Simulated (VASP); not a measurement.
Input of a VASP 6.6.1 run:

File INCAR:

```
SYSTEM = Li16B
ALGO = Normal
EDIFF = 1E-7
ENCUT = 520
GGA = PS
ISIF = 2
ISMEAR = -1
LASPH = .True.
LCHARG = .False.
LREAL = Auto
LWAVE = .False.
NBANDS = 40
NELM = 60
PREC = Accurate
SIGMA = 0.1
```

Contents of KPOINTS:

```
k-points
0
Gamma
  2 2 2
  0 0 0
```

The input POSCAR:

```
Li16B
1.0
    6.9800000000      0.0000000000      0.0000000000
    0.0000000000      6.9800000000      0.0000000000
    0.0000000000      0.0000000000      6.9800000000
Li B
16 1
Direct
   -0.0417364924      0.0732123961     -0.0002810978
    0.5419018633      0.0730514154     -0.0002780038
    0.0448415451      0.4907581800     -0.0000289584
   -0.0258042989     -0.0411297254      0.4996955448
    0.2499880331      0.2322844694      0.2787960744
    0.4555621425      0.4904737726     -0.0000338723
    0.5258858876     -0.0410297349      0.4996982895
    0.7500227606      0.2597709307      0.2941868966
    0.0287447220      0.5178005901      0.5000356582
    0.2501369516      0.7910452700      0.2240612098
    0.2499833684      0.2322663197      0.7212699601
    0.4712337077      0.5177876805      0.5000305763
    0.7501240945      0.6770891306      0.2079788959
    0.7500174448      0.2591357251      0.7049047448
    0.2501401062      0.7912640560      0.7757645735
    0.7501269572      0.6767214769      0.7916585962
    0.7502893067      0.3750415472     -0.0006492876
```

Potentials or basis: VASP PAW PBE potentials, release 64 (Li_sv, B).

Launch:

```bash
$ cat potpaw_PBE.64/Li_sv/POTCAR potpaw_PBE.64/B/POTCAR > POTCAR
$ mpirun -np 1 vasp_std > vasp.out
```

(1) What does it give for the largest force?

(2) Estimate the band gap on the k mesh.

## Answers

(1) 0.053 eV/Å.

(2) zero (an odd number of electrons rules out a gap without spin polarisation).

Caveat: the k points lie up to 0.45 Å⁻¹ apart, too coarse for converged energies and pressures of a metal; the PAW data sets were made with another functional, which shifts forces and pressure a little.
